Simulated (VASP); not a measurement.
# CdH2O2 (P-3m1) in VASP: single point with PBEsol

Aim: the single point of CdH2O2 with PBEsol.

Program: VASP 6.6.1. These are calculated values, not measurements. Logs are shortened: lines on timing, memory, paths and dates and some standing lists are left out, and cuts for length are marked.

## Step 1: The cell of the first run

It takes space group P-3m1 (No. 164, trigonal). Conventional cell: a = 3.584 Å, b = 3.584 Å, c = 4.734 Å, α = 90.00°, β = 90.00°, γ = 120.00°. Cd (site symmetry -3m) has 6 O at 2.36 Å and 6 H at 2.97 Å within 3.1 Å. H (site symmetry 3m) has 1 O at 0.99 Å within 1.3 Å. Within 1.3 Å of O (site symmetry 3m) lie 1 H at 0.99 Å.

## Step 2: Single point, PBEsol

INCAR

```
  ALGO = Normal
  EDIFF = 1E-6
  ENCUT = 600
  GGA = PS
  GGA_COMPAT = F
  ISIF = 2
  ISMEAR = 0
  LASPH = T
  LCHARG = F
  LREAL = F
  LWAVE = F
  NBANDS = 25
  NELM = 120
  PREC = Accurate
  SIGMA = 0.01
```

KPOINTS

```
k-points
0
Gamma
  6 6 4
```

POSCAR

```
CdH2O2
1.0
    3.5844753464      0.0000000000      0.0000000000
   -1.7922376732      3.1042467102      0.0000000000
    0.0000000000      0.0000000000      4.7340412183
Cd H O
1 2 2
Direct
    0.0000000000      0.0000000000      0.0000000000
    0.6666666667      0.3333333333      0.5509607200
    0.3333333333      0.6666666667      0.4490392800
    0.6666666667      0.3333333333      0.7593720000
    0.3333333333      0.6666666667      0.2406280000
```

Potentials or basis: VASP PAW PBE potentials, release 64 (Cd_sv_GW, H, O).

The run is started by

```
cat potpaw_PBE.64/Cd_sv_GW/POTCAR potpaw_PBE.64/H/POTCAR potpaw_PBE.64/O/POTCAR > POTCAR
mpirun -np 1 vasp_std > vasp.out
```

OUTCAR:

```text
EDIFF = 1E-6
   ENCUT = 600
   GGA = PS
   ISIF = 2
   ISMEAR = 0
   LASPH = T
   LREAL = F
   NELM = 120
   PREC = Accurate

 ion  position               nearest neighbor table
   1  0.000  0.000  0.000-
   2  0.667  0.333  0.551-   4 0.99
   3  0.333  0.667  0.449-   5 0.99
   4  0.667  0.333  0.759-   2 0.99
   5  0.333  0.667  0.241-   3 0.99

  LATTYP: Found a hexagonal cell.
 ALAT       =     3.5844753464
 C/A-ratio  =     1.3207068708

  Lattice vectors:

 A1 = (   3.5844753464,   0.0000000000,   0.0000000000)
 A2 = (  -1.7922376732,   3.1042467102,   0.0000000000)
 A3 = (   0.0000000000,   0.0000000000,   4.7340412183)

Analysis of symmetry for initial positions (statically):
=====================================================================
 Subroutine PRICEL returns:
 Original cell was already a primitive cell.

 Routine SETGRP: Setting up the symmetry group for a
 hexagonal supercell.

 Subroutine GETGRP returns: Found 12 space group operations
 (whereof 12 operations were pure point group operations)
 out of a pool of 24 trial point group operations.

The static configuration has the point symmetry D_3d.

Analysis of symmetry for dynamics (positions and initial velocities):
=====================================================================
 Subroutine PRICEL returns:
 Original cell was already a primitive cell.

 Routine SETGRP: Setting up the symmetry group for a
 hexagonal supercell.

 Subroutine GETGRP returns: Found 12 space group operations
 (whereof 12 operations were pure point group operations)
 out of a pool of 24 trial point group operations.

The dynamic configuration has the point symmetry D_3d.

 Subroutine INISYM returns: Found 12 space group operations
 (whereof 12 operations are pure point group operations),
 and found     1 'primitive' translations

----------------------------------------------------------------------------------------

                                     Primitive cell

  volume of cell :      52.6761

  direct lattice vectors                    reciprocal lattice vectors
     3.584475346  0.000000000  0.000000000     0.278980856  0.161069672  0.000000000
    -1.792237673  3.104246710  0.000000000     0.000000000  0.322139344  0.000000000
     0.000000000  0.000000000  4.734041218     0.000000000  0.000000000  0.211236015

  length of vectors
     3.584475346  3.584475347  4.734041218     0.322139344  0.322139344  0.211236015

  position of ions in fractional coordinates (direct lattice)
     0.000000000  0.000000000  0.000000000
     0.666666667  0.333333333  0.550960720
     0.333333333  0.666666667  0.449039280
     0.666666667  0.333333333  0.759372000
     0.333333333  0.666666667  0.240628000

  ion indices of the primitive-cell ions
   primitive index   ion index
                 1           1
                 2           2
                 3           3
                 4           4
                 5           5

----------------------------------------------------------------------------------------

 KPOINTS: k-points

Automatic generation of k-mesh.
 Grid dimensions read from file:
 generate k-points for:    6    6    4

 Generating k-lattice:

  Cartesian coordinates                     Fractional coordinates (reciprocal lattice)
     0.046496809  0.026844945  0.000000000     0.166666667  0.000000000  0.000000000
     0.000000000  0.053689891  0.000000000     0.000000000  0.166666667  0.000000000
     0.000000000  0.000000000  0.052809004     0.000000000  0.000000000  0.250000000

  Length of vectors
     0.053689891  0.053689891  0.052809004

  Shift w.r.t. Gamma in fractional coordinates (k-lattice)
     0.000000000  0.000000000  0.000000000

 Subroutine IBZKPT returns following result:
 ===========================================

 Found     24 irreducible k-points:

 Following reciprocal coordinates:
            Coordinates               Weight
  0.000000  0.000000  0.000000      1.000000
  0.166667  0.000000  0.000000      6.000000
  0.333333  0.000000  0.000000      6.000000
  0.500000  0.000000  0.000000      3.000000
  0.166667  0.166667  0.000000      6.000000
  0.333333  0.166667  0.000000     12.000000
[... 16 lines left out ...]
  0.333333  0.166667  0.500000     12.000000
  0.333333  0.333333  0.500000      2.000000
   k-points           NKPTS =     24   k-points in BZ     NKDIM =     24   number of bands    NBANDS=     25
   number of dos      NEDOS =    301   number of ions     NIONS =      5
   total plane-waves  NPLWV =  36000
   dimension x,y,z NGX =    30 NGY =   30 NGZ =   40
   dimension x,y,z NGXF=    60 NGYF=   60 NGZF=   80
   ions per type =               1   2   2
   NGX,Y,Z   is equivalent  to a cutoff of  13.91, 13.91, 14.05 a.u.
   NGXF,Y,Z  is equivalent  to a cutoff of  27.83, 27.83, 28.09 a.u.
 SYSTEM =  unknown system
   PREC   = accura    normal or accurate (medium, high low for compatibility)
   ISTART =      0    job   : 0-new  1-cont  2-samecut
   ICHARG =      2    charge: 1-file 2-atom 10-const
   ISPIN  =      1    spin polarized calculation?
   LNONCOLLINEAR =      F non collinear calculations
   LSORBIT =      F    spin-orbit coupling
   LASPH  =      T    aspherical Exc in radial PAW
   ENCUT  =  600.0 eV  44.10 Ry    6.64 a.u.   7.16  7.16  9.46*2*pi/ulx,y,z
   NELM   =    120;   NELMIN=  2; NELMDL= -5     # of ELM steps
   EDIFF  = 0.1E-05   stopping-criterion for ELM
   LREAL  =      F    real-space projection
   EDIFFG = 0.1E-04   stopping-criterion for IOM
   NSW    =      0    number of steps for IOM
   IBRION =     -1    ionic relax: 0-MD 1-quasi-New 2-CG
   NFREE  =      0    steps in history (QN), initial steepest desc. (CG)
   ISIF   =      2    stress and relaxation
   ISYM   =      2    0-nonsym 1-usesym 2-fastsym
   POTIM  = 0.5000    time-step for ionic-motion
   TEBEG  =    0.0;   TEEND  =   0.0 temperature during run
   PSTRESS=    0.0 pullay stress
   NELECT =      34.0000    total number of electrons
   NUPDOWN=      -1.0000    fix difference up-down
   EMIN   =  10.00;   EMAX   =-10.00  energy-range for DOS
   EFERMI =   0.00;   METHOD = LEGACY
   ISMEAR =     0;   SIGMA  =   0.01  broadening in eV -4-tet -1-fermi 0-gaus
   EFERMI_NEDOS =   21; number of points for ismear=-14 and -15
   IALGO  =     38    algorithm
   IMIX   =      4    mixing-type and parameters
     AMIX     =   0.40;   BMIX     =  1.00
     AMIX_MAG =   1.60;   BMIX_MAG =  1.00
  volume/ion in A,a.u.               =      10.54        71.10
  Fermi-wavevector in a.u.,A,eV,Ry     =   1.414805  2.673593 27.234408  2.001673
  Thomas-Fermi vector in A             =   2.536309
   LORBIT       =      0    0 simple, 1 ext, 2 COOP (PROOUT), +10 PAW based schemes
   GGA     = PS    functional components
   LHFCALC =     F    Hartree Fock is set to
   AEXX    =    0.0000 exact exchange contribution
   IVDW    =     0    specifies the selected vdW correction
   LEPSILON=     F    determine dielectric tensor
   LRPA    =     F    only Hartree local field effects (RPA)
 non-spin polarized calculation
 Gauss-broadening in eV      SIGMA  =   0.01
  energy-cutoff  :      600.00
  volume of cell :       52.68
 maximum number of plane-waves:      1797
 NGX is ok and might be reduce to    30
   NGX = 15   NGY = 15   NGZ = 19

 number of electron      34.0000006 magnetization

 Free energy of the ion-electron system (eV)
  ---------------------------------------------------
  ext. energy  EPLUGINS =         0.00000000
  ---------------------------------------------------
  free energy    TOTEN  =       -23.52937759 eV

  energy without entropy =      -23.52937759  energy(sigma->0) =      -23.52937759

 E-fermi :   1.1055     XC(G=0): -10.0460

 val. band max:        0.9172482013   @ k =   0.5000   0.0000   0.0000
 cond. band min:       2.3744996410   @ k =   0.0000   0.0000   0.0000
 fundamental gap:      1.4572514398
 Fermi energy:         1.1054911344

 k-point     1 :       0.0000    0.0000    0.0000
  band No.  band energies     occupation
      1     -98.7174      2.00000
      2     -59.8671      2.00000
      3     -59.8158      2.00000
      4     -59.8158      2.00000
      5     -17.1906      2.00000
      6     -16.2943      2.00000
[... 17 lines left out ...]
     24      15.0135      0.00000
     25      17.6941      0.00000

 k-point     2 :       0.1667    0.0000    0.0000
  band No.  band energies     occupation
      1     -98.7173      2.00000
      2     -59.8670      2.00000
      3     -59.8169      2.00000
      4     -59.8161      2.00000
      5     -17.0989      2.00000
      6     -16.3311      2.00000
[... 17 lines left out ...]
     24      15.5112      0.00000
     25      16.7389      0.00000

 k-point     3 :       0.3333    0.0000    0.0000
  band No.  band energies     occupation
      1     -98.7172      2.00000
      2     -59.8668      2.00000
      3     -59.8192      2.00000
      4     -59.8168      2.00000
      5     -16.8832      2.00000
      6     -16.4315      2.00000
[... 17 lines left out ...]
     24      13.9758      0.00000
     25      15.5595      0.00000

 k-point     4 :       0.5000    0.0000    0.0000
  band No.  band energies     occupation
      1     -98.7172      2.00000
      2     -59.8667      2.00000
      3     -59.8203      2.00000
      4     -59.8170      2.00000
      5     -16.7189      2.00000
      6     -16.5351      2.00000
[... 17 lines left out ...]
     24      13.9060      0.00000
     25      15.3792      0.00000
[... 477 lines left out ...]
 k-point    22 :       0.1667    0.1667    0.5000
  band No.  band energies     occupation
      1     -98.7173      2.00000
      2     -59.8668      2.00000
      3     -59.8185      2.00000
      4     -59.8168      2.00000
      5     -16.7816      2.00000
      6     -16.5639      2.00000
[... 17 lines left out ...]
     24      14.2760      0.00000
     25      16.3021      0.00000

 k-point    23 :       0.3333    0.1667    0.5000
  band No.  band energies     occupation
      1     -98.7172      2.00000
      2     -59.8667      2.00000
      3     -59.8198      2.00000
      4     -59.8176      2.00000
      5     -16.6948      2.00000
      6     -16.5448      2.00000
[... 17 lines left out ...]
     24      15.4156      0.00000
     25      16.3808      0.00000

 k-point    24 :       0.3333    0.3333    0.5000
  band No.  band energies     occupation
      1     -98.7172      2.00000
      2     -59.8665      2.00000
      3     -59.8190      2.00000
      4     -59.8190      2.00000
      5     -16.6032      2.00000
      6     -16.6032      2.00000
[... 17 lines left out ...]
     24      16.7768      0.00000
     25      17.4070      0.00000

------------------------ aborting loop because EDIFF is reached ----------------------------------------

  FORCE on cell =-STRESS in cart. coord.  units (eV):
  Direction    XX          YY          ZZ          XY          YZ          ZX
  --------------------------------------------------------------------------------------
  -------------------------------------------------------------------------------------
  Total       -2.1429278     -2.1429278     -2.2890953      0.0000000      0.0000000      0.0000000
  in kB      -65.1784837    -65.1784837    -69.6242608      0.0000000      0.0000000      0.0000000
  external PRESSURE =     -66.6604094 kB  Pullay stress =       0.0000000 kB

 VOLUME and BASIS-vectors are now :
 -----------------------------------------------------------------------------
  energy-cutoff  :      600.00
  volume of cell :       52.68
      direct lattice vectors                 reciprocal lattice vectors
     3.584475346  0.000000000  0.000000000     0.278980856  0.161069672  0.000000000
    -1.792237673  3.104246710  0.000000000     0.000000000  0.322139344  0.000000000
     0.000000000  0.000000000  4.734041218     0.000000000  0.000000000  0.211236015

 POSITION                                       TOTAL-FORCE (eV/Angst)
 -----------------------------------------------------------------------------------
      0.00000      0.00000      0.00000         0.000000      0.000000      0.000000
      1.79224      1.03475      2.60827         0.000000     -0.000000      0.268992
     -0.00000      2.06950      2.12577         0.000000      0.000000     -0.268992
      1.79224      1.03475      3.59490         0.000000     -0.000000      0.228271
     -0.00000      2.06950      1.13914        -0.000000      0.000000     -0.228271
 -----------------------------------------------------------------------------------
    total drift:                                0.000000     -0.000000     -0.000000

  FREE ENERGIE OF THE ION-ELECTRON SYSTEM (eV)
  ---------------------------------------------------
  free  energy   TOTEN  =       -23.5293775900 eV

  energy  without entropy=      -23.5293775900  energy(sigma->0) =      -23.52937759
```

Run time: 24 s. Hardware: 1 thread of Intel Xeon 6975P-C (Granite Rapids), shared host; peak memory 0.21 GiB.

What came out:

* Free energy: -23.5294 eV
* Pressure: -6.7 GPa
* Largest force: 0.269 eV/Å
* Band gap on the k mesh: 1.46 eV (least direct gap 1.79 eV)

Forces on the atoms (eV/Å):
```
Cd   0.000  0.000  0.000
H    0.000  0.000  0.269
H    0.000  0.000 -0.269
O    0.000  0.000  0.228
O    0.000  0.000 -0.228
```

Levels at points of the mesh, in eV from the valence-band top:
```csv
k point,band 15,band 16,band 17,band 18,band 19,band 20
"(0.00, 0.00, 0.00)",-0.91,-0.34,-0.34,1.46,6.11,9.55
"(0.50, 0.00, 0.00)",-2.22,-1.98,0.00,6.11,6.19,8.61
"(0.00, 0.00, 0.50)",-1.13,-0.08,-0.08,3.95,4.23,10.73
"(0.50, 0.00, 0.50)",-2.00,-1.56,-0.46,5.63,6.81,8.71
```

Caveat: the cell stands under tension; the PAW data sets were made with another functional, which shifts forces and pressure a little.
